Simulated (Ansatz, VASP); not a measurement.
## One calculation of Hg, two programs

The input INCAR:

```
ALGO = Normal ; EDIFF = 1E-6
ENCUT = 520 ; GGA = PS
ISIF = 2 ; ISMEAR = 0
LASPH = True ; LCHARG = True
LELF = True ; LREAL = False
LVHAR = True ; LWAVE = False
NBANDS = 32 ; NELM = 60
PREC = Accurate ; SIGMA = 0.05
```

KPOINTS

```
k-points
0
Gamma
  12 12 4
```

File POSCAR:

```
Hg
1.0
    3.5585539502      0.0000000000      0.0000000000
   -1.7792769752      3.0817981217      0.0000000000
    0.0000000000      0.0000000000     11.7689930341
Hg
4
Direct
    0.0000000000      0.0000000000      0.0000000000
    0.3333333300      0.6666666700      0.2500000000
    0.0000000000      0.0000000000      0.5000000000
    0.6666666700      0.3333333300      0.7500000000
```

Input for Ansatz:

```yaml
crystal:
  lattice:
    - [3.5585539502, 0.0, 0.0]
    - [-1.7792769752, 3.0817981217, 0.0]
    - [0.0, 0.0, 11.7689930341]
  atoms:
    - { symbol: Hg, position: [0.0, 0.0, 0.0] }
    - { symbol: Hg, position: [0.33333333, 0.66666667, 0.25] }
    - { symbol: Hg, position: [0.0, 0.0, 0.5] }
    - { symbol: Hg, position: [0.66666667, 0.33333333, 0.75] }
basis:
  ecutwfc: 420
kpoints:
  mp_grid: { grid: [12, 12, 4] }
hamiltonian:
  xc: pbesol
scf:
  occupations: { method: gaussian, width: 0.05 }
output:
  forces: true
  stress: true
  eigenvalues: true
  populations: true
```

Alike in both runs: task single point; functional PBEsol; k mesh 12 × 12 × 4; occupations gaussian, width 0.05 eV; no spin polarisation.

```csv
,VASP,Ansatz
version,VASP 6.6.1,Ansatz 0.2.0
potentials or method,"VASP PAW PBE potentials, release 64 (Hg), cutoff 520 eV","scalar-relativistic, plane waves, PAW"
valence electrons in the cell,48,80
```

Ansatz gave:

```
gap on the k mesh at the Fermi level (eV)                     : 0.16
least direct gap on the mesh (eV)                             : 0.80
pressure (GPa)                                                : -2.8
traceless stress, the component that is largest in VASP (GPa) : -0.26
```

Q: Estimate VASP's values.

A: gap on the k mesh at the Fermi level (eV): 0.17; least direct gap on the mesh (eV): 0.81; pressure (GPa): -2.8; traceless stress, the component that is largest in VASP (GPa): -0.26.

VASP's potentials were made for PBE, not for PBEsol. With one functional, cell and mesh, what is left measures potentials, basis and numerics. VASP's potentials hold 48 valence electrons a cell and Ansatz's 80, so a difference there can come from the potentials and not from the codes.

Neither program's run includes spin-orbit coupling.
